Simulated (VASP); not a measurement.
# B2P3 (Pm-3m) in VASP: a series of runs

B2P3 is run at these levels: PBE; tasks: single point, relaxation of cell and atoms.

All numbers are computed with VASP 6.6.1; they aren't measurements. Logs are shortened: lines on timing, memory, paths and dates and some standing lists are left out, and cuts for length are marked.

## Step 1: The cell of the first run

It takes space group Pm-3m (No. 221, cubic). The conventional cell has a = 3.998 Å, b = 3.998 Å, c = 3.998 Å, α = 90.00°, β = 90.00°, γ = 90.00°. Within 3.7 Å of B (site symmetry m-3m) lie 12 P at 2.83 Å and 8 B at 3.46 Å. Within 2.6 Å of B (site symmetry m-3m) lie 6 P at 2.00 Å. P (site symmetry 4/mmm) has 2 B at 2.00 Å within 2.6 Å.

## Step 2: Single point, PBE

INCAR

```
SYSTEM = B2P3
ALGO = Normal ; EDIFF = 1E-6
ENCUT = 520 ; GGA = PE
ISIF = 2 ; ISMEAR = 0
LASPH = .TRUE. ; LCHARG = .TRUE.
LELF = .TRUE. ; LREAL = .FALSE.
LVHAR = .TRUE. ; LWAVE = .FALSE.
NBANDS = 18 ; NELM = 100
PREC = Accurate ; SIGMA = 0.1
```

KPOINTS

```
k-points
0
G
  4 4 4
  0 0 0
```

POSCAR

```
B2P3
1.0
    3.9981000610      0.0000000000      0.0000000000
    0.0000000000      3.9981000610      0.0000000000
    0.0000000000      0.0000000000      3.9981000610
B P
2 3
Direct
    0.5000000000      0.5000000000      0.5000000000
    0.0000000000      0.0000000000      0.0000000000
    0.5000000000      0.0000000000      0.0000000000
    0.0000000000      0.5000000000      0.0000000000
    0.0000000000      0.0000000000      0.5000000000
```

Potentials or basis: VASP PAW PBE potentials, release 64 (B, P).

Started as:

```console
cat potpaw_PBE.64/B/POTCAR potpaw_PBE.64/P/POTCAR > POTCAR
mpirun -np 1 vasp_std > vasp.out
```

OUTCAR:

```text
SYSTEM = B2P3
   EDIFF = 1E-6
   ENCUT = 520
   GGA = PE
   ISIF = 2
   ISMEAR = 0
   LASPH = .TRUE.
   LREAL = .FALSE.
   NELM = 100
   PREC = Accurate

 ion  position               nearest neighbor table
   1  0.500  0.500  0.500-
   2  0.000  0.000  0.000-   3 2.00   4 2.00   5 2.00   5 2.00   4 2.00   3 2.00
   3  0.500  0.000  0.000-   2 2.00   2 2.00   5 2.83   5 2.83   4 2.83   4 2.83   4 2.83   5 2.83
                             5 2.83   4 2.83
   4  0.000  0.500  0.000-   2 2.00   2 2.00   5 2.83   5 2.83   3 2.83   3 2.83   5 2.83   5 2.83
                             3 2.83   3 2.83
   5  0.000  0.000  0.500-   2 2.00   2 2.00   4 2.83   3 2.83   3 2.83   4 2.83   4 2.83   4 2.83
                             3 2.83   3 2.83

  LATTYP: Found a simple cubic cell.
 ALAT       =     3.9981000610

  Lattice vectors:

 A1 = (   3.9981000610,   0.0000000000,   0.0000000000)
 A2 = (   0.0000000000,   3.9981000610,   0.0000000000)
 A3 = (   0.0000000000,   0.0000000000,   3.9981000610)

Analysis of symmetry for initial positions (statically):
=====================================================================
 Subroutine PRICEL returns:
 Original cell was already a primitive cell.

 Routine SETGRP: Setting up the symmetry group for a
 simple cubic supercell.

 Subroutine GETGRP returns: Found 48 space group operations
 (whereof 48 operations were pure point group operations)
 out of a pool of 48 trial point group operations.

The static configuration has the point symmetry O_h .

Analysis of symmetry for dynamics (positions and initial velocities):
=====================================================================
 Subroutine PRICEL returns:
 Original cell was already a primitive cell.

 Routine SETGRP: Setting up the symmetry group for a
 simple cubic supercell.

 Subroutine GETGRP returns: Found 48 space group operations
 (whereof 48 operations were pure point group operations)
 out of a pool of 48 trial point group operations.

The dynamic configuration has the point symmetry O_h .

 Subroutine INISYM returns: Found 48 space group operations
 (whereof 48 operations are pure point group operations),
 and found     1 'primitive' translations

----------------------------------------------------------------------------------------

                                     Primitive cell

  volume of cell :      63.9088

  direct lattice vectors                    reciprocal lattice vectors
     3.998100061  0.000000000  0.000000000     0.250118803  0.000000000  0.000000000
     0.000000000  3.998100061  0.000000000     0.000000000  0.250118803  0.000000000
     0.000000000  0.000000000  3.998100061     0.000000000  0.000000000  0.250118803

  length of vectors
     3.998100061  3.998100061  3.998100061     0.250118803  0.250118803  0.250118803

  position of ions in fractional coordinates (direct lattice)
     0.500000000  0.500000000  0.500000000
     0.000000000  0.000000000  0.000000000
     0.500000000  0.000000000  0.000000000
     0.000000000  0.500000000  0.000000000
     0.000000000  0.000000000  0.500000000

  ion indices of the primitive-cell ions
   primitive index   ion index
                 1           1
                 2           2
                 3           3
                 4           4
                 5           5

----------------------------------------------------------------------------------------

 KPOINTS: k-points

Automatic generation of k-mesh.
 Grid dimensions read from file:
 generate k-points for:    4    4    4

 Generating k-lattice:

  Cartesian coordinates                     Fractional coordinates (reciprocal lattice)
     0.062529701  0.000000000  0.000000000     0.250000000  0.000000000  0.000000000
     0.000000000  0.062529701  0.000000000     0.000000000  0.250000000  0.000000000
     0.000000000  0.000000000  0.062529701     0.000000000  0.000000000  0.250000000

  Length of vectors
     0.062529701  0.062529701  0.062529701

  Shift w.r.t. Gamma in fractional coordinates (k-lattice)
     0.000000000  0.000000000  0.000000000

 Subroutine IBZKPT returns following result:
 ===========================================

 Found     10 irreducible k-points:

 Following reciprocal coordinates:
            Coordinates               Weight
  0.000000  0.000000  0.000000      1.000000
  0.250000  0.000000  0.000000      6.000000
  0.500000  0.000000  0.000000      3.000000
  0.250000  0.250000  0.000000     12.000000
  0.500000  0.250000  0.000000     12.000000
  0.500000  0.500000  0.000000      3.000000
  0.250000  0.250000  0.250000      8.000000
  0.500000  0.250000  0.250000     12.000000
  0.500000  0.500000  0.250000      6.000000
  0.500000  0.500000  0.500000      1.000000
   k-points           NKPTS =     10   k-points in BZ     NKDIM =     10   number of bands    NBANDS=     18
   number of dos      NEDOS =    301   number of ions     NIONS =      5
   total plane-waves  NPLWV =  27000
   dimension x,y,z NGX =    30 NGY =   30 NGZ =   30
   dimension x,y,z NGXF=    60 NGYF=   60 NGZF=   60
   ions per type =               2   3
   NGX,Y,Z   is equivalent  to a cutoff of  12.47, 12.47, 12.47 a.u.
   NGXF,Y,Z  is equivalent  to a cutoff of  24.95, 24.95, 24.95 a.u.
 SYSTEM =  B2P3
   PREC   = accura    normal or accurate (medium, high low for compatibility)
   ISTART =      0    job   : 0-new  1-cont  2-samecut
   ICHARG =      2    charge: 1-file 2-atom 10-const
   ISPIN  =      1    spin polarized calculation?
   LNONCOLLINEAR =      F non collinear calculations
   LSORBIT =      F    spin-orbit coupling
   LASPH  =      T    aspherical Exc in radial PAW
   ENCUT  =  520.0 eV  38.22 Ry    6.18 a.u.   7.43  7.43  7.43*2*pi/ulx,y,z
   NELM   =    100;   NELMIN=  2; NELMDL= -5     # of ELM steps
   EDIFF  = 0.1E-05   stopping-criterion for ELM
   LREAL  =      F    real-space projection
   EDIFFG = 0.1E-04   stopping-criterion for IOM
   NSW    =      0    number of steps for IOM
   IBRION =     -1    ionic relax: 0-MD 1-quasi-New 2-CG
   NFREE  =      0    steps in history (QN), initial steepest desc. (CG)
   ISIF   =      2    stress and relaxation
   ISYM   =      2    0-nonsym 1-usesym 2-fastsym
   POTIM  = 0.5000    time-step for ionic-motion
   TEBEG  =    0.0;   TEEND  =   0.0 temperature during run
   PSTRESS=    0.0 pullay stress
   NELECT =      21.0000    total number of electrons
   NUPDOWN=      -1.0000    fix difference up-down
   EMIN   =  10.00;   EMAX   =-10.00  energy-range for DOS
   EFERMI =   0.00;   METHOD = LEGACY
   ISMEAR =     0;   SIGMA  =   0.10  broadening in eV -4-tet -1-fermi 0-gaus
   EFERMI_NEDOS =   21; number of points for ismear=-14 and -15
   IALGO  =     38    algorithm
   IMIX   =      4    mixing-type and parameters
     AMIX     =   0.40;   BMIX     =  1.00
     AMIX_MAG =   1.60;   BMIX_MAG =  1.00
  volume/ion in A,a.u.               =      12.78        86.26
  Fermi-wavevector in a.u.,A,eV,Ry     =   1.129694  2.134813 17.363880  1.276209
  Thomas-Fermi vector in A             =   2.266389
   LORBIT       =      0    0 simple, 1 ext, 2 COOP (PROOUT), +10 PAW based schemes
   GGA     = PE    functional components
   LHFCALC =     F    Hartree Fock is set to
   AEXX    =    0.0000 exact exchange contribution
   IVDW    =     0    specifies the selected vdW correction
   LEPSILON=     F    determine dielectric tensor
   LRPA    =     F    only Hartree local field effects (RPA)
 non-spin polarized calculation
 Gauss-broadening in eV      SIGMA  =   0.10
  energy-cutoff  :      520.00
  volume of cell :       63.91
 maximum number of plane-waves:      1750
 NGX is ok and might be reduce to    30
   NGX = 15   NGY = 15   NGZ = 15

 number of electron      20.9999994 magnetization

 Free energy of the ion-electron system (eV)
  ---------------------------------------------------
  ext. energy  EPLUGINS =         0.00000000
  ---------------------------------------------------
  free energy    TOTEN  =       -22.86356308 eV

  energy without entropy =      -22.84669455  energy(sigma->0) =      -22.85512882

 E-fermi :   7.2834     XC(G=0): -11.1213

 val. band max:        7.2263774094   @ k =   0.2500   0.2500   0.0000
 cond. band min:       7.4751477877   @ k =   0.2500   0.2500   0.2500
 fundamental gap:      0.2487703782
 Fermi energy:         7.2833519517

 k-point     1 :       0.0000    0.0000    0.0000
  band No.  band energies     occupation
      1      -8.3800      2.00000
      2      -0.3379      2.00000
      3      -0.3379      2.00000
      4       0.0944      2.00000
      5       0.0944      2.00000
      6       0.0944      2.00000
[... 10 lines left out ...]
     17      12.5260      0.00000
     18      13.2955      0.00000

 k-point     2 :       0.2500    0.0000    0.0000
  band No.  band energies     occupation
      1      -7.9422      2.00000
      2      -3.3037      2.00000
      3      -0.1483      2.00000
      4       0.4142      2.00000
      5       0.4142      2.00000
      6       1.6221      2.00000
[... 10 lines left out ...]
     17      12.3347      0.00000
     18      12.9228      0.00000

 k-point     3 :       0.5000    0.0000    0.0000
  band No.  band energies     occupation
      1      -7.1886      2.00000
      2      -5.0286      2.00000
      3       0.0687      2.00000
      4       0.8436      2.00000
      5       0.8436      2.00000
      6       2.7157      2.00000
[... 10 lines left out ...]
     17      12.0764      0.00000
     18      13.5054      0.00000

 k-point     4 :       0.2500    0.2500    0.0000
  band No.  band energies     occupation
      1      -7.5016      2.00000
      2      -3.2370      2.00000
      3      -2.6598      2.00000
      4       0.7214      2.00000
      5       1.0767      2.00000
      6       2.6564      2.00000
[... 81 lines left out ...]
      4      -1.3108      2.00000
      5       1.0276      2.00000
      6       2.4035      2.00000
[... 10 lines left out ...]
     17      12.9053      0.00000
     18      13.4621      0.00000

 k-point     9 :       0.5000    0.5000    0.2500
  band No.  band energies     occupation
      1      -5.3468      2.00000
      2      -4.0278      2.00000
      3      -4.0278      2.00000
      4      -1.4148      2.00000
      5       0.2200      2.00000
      6       2.7065      2.00000
[... 10 lines left out ...]
     17      13.2052      0.00000
     18      13.2052      0.00000

 k-point    10 :       0.5000    0.5000    0.5000
  band No.  band energies     occupation
      1      -4.0233      2.00000
      2      -3.6929      2.00000
      3      -3.6929      2.00000
      4      -3.6929      2.00000
      5       1.3870      2.00000
      6       1.3870      2.00000
[... 10 lines left out ...]
     17      12.4237      0.00000
     18      12.4237      0.00000

------------------------ aborting loop because EDIFF is reached ----------------------------------------

  FORCE on cell =-STRESS in cart. coord.  units (eV):
  Direction    XX          YY          ZZ          XY          YZ          ZX
  --------------------------------------------------------------------------------------
  -------------------------------------------------------------------------------------
  Total       -0.1356256     -0.1356256     -0.1356256     -0.0000000      0.0000000     -0.0000000
  in kB       -3.4000972     -3.4000972     -3.4000972     -0.0000000      0.0000000     -0.0000000
  external PRESSURE =      -3.4000972 kB  Pullay stress =       0.0000000 kB

 VOLUME and BASIS-vectors are now :
 -----------------------------------------------------------------------------
  energy-cutoff  :      520.00
  volume of cell :       63.91
      direct lattice vectors                 reciprocal lattice vectors
     3.998100061  0.000000000  0.000000000     0.250118803  0.000000000  0.000000000
     0.000000000  3.998100061  0.000000000     0.000000000  0.250118803  0.000000000
     0.000000000  0.000000000  3.998100061     0.000000000  0.000000000  0.250118803

 POSITION                                       TOTAL-FORCE (eV/Angst)
 -----------------------------------------------------------------------------------
      1.99905      1.99905      1.99905         0.000000      0.000000      0.000000
      0.00000      0.00000      0.00000         0.000000      0.000000      0.000000
      1.99905      0.00000      0.00000         0.000000      0.000000      0.000000
      0.00000      1.99905      0.00000         0.000000      0.000000      0.000000
      0.00000      0.00000      1.99905         0.000000      0.000000      0.000000
 -----------------------------------------------------------------------------------
    total drift:                                0.000000     -0.000000      0.000000

  FREE ENERGIE OF THE ION-ELECTRON SYSTEM (eV)
  ---------------------------------------------------
  free  energy   TOTEN  =       -22.8635630834 eV

  energy  without entropy=      -22.8466945487  energy(sigma->0) =      -22.85512882
```

It took 15 s on 1 thread of AMD EPYC 7R43 (Zen 3), shared host; peak memory 0.12 GiB.

Results:

```yaml
Free_energy: -22.8636 eV
Pressure: -0.3 GPa
```

Levels at points of the mesh, in eV from the Fermi level:
```tsv
k point	band 8	band 9	band 10	band 11	band 12	band 13
(0.00, 0.00, 0.00)	-0.09	-0.09	-0.09	1.23	1.23	1.23
(0.50, 0.00, 0.00)	-2.54	-2.54	-1.01	1.60	1.60	2.00
(0.50, 0.50, 0.00)	-1.60	-1.31	-1.31	-0.47	0.54	2.79
(0.50, 0.50, 0.50)	-5.21	3.08	3.08	3.79	3.79	3.79
```

Caveat: the k points lie up to 0.39 Å⁻¹ apart.

(Continued in part 2 of 4.)
